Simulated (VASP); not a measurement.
A run of VASP 6.6.1:

File INCAR:

```
  PREC = Accurate
  ENCUT = 600
  EDIFF = 1E-6
  ISMEAR = -1
  SIGMA = 0.05
  LREAL = F
  LASPH = T
  NELM = 120
  ALGO = Normal
  ISIF = 2
  LWAVE = F
  LCHARG = F
  GGA = CA
  NBANDS = 21
  GGA_COMPAT = F
```

Contents of KPOINTS:

```
regular mesh
0
Gamma
  8 8 8
```

The input POSCAR:

```
PbF2
1.0
    0.0000000000      2.9236056305      2.9236056305
    2.9236056305      0.0000000000      2.9236056305
    2.9236056305      2.9236056305      0.0000000000
Pb F
1 2
Direct
    0.0000000000      0.0000000000      0.0000000000
    0.7500000000      0.7500000000      0.7500000000
    0.2500000000      0.2500000000      0.2500000000
```

Potentials or basis: VASP PAW LDA potentials, release 64 (Pb_d, F).

Run with:

```sh
$ cat potpaw_LDA.64/Pb_d/POTCAR potpaw_LDA.64/F/POTCAR > POTCAR
$ mpirun -np 1 vasp_std > vasp.out
```

Hardware: 1 thread of Intel Xeon 8259CL, on a shared host.

Q: How long does it take, and how much memory?

A: Run time: 51 s on 1 thread of Intel Xeon 8259CL, with other jobs on the host, peak memory 0.19 GiB. Counts: scf iterations 13, k points 29.
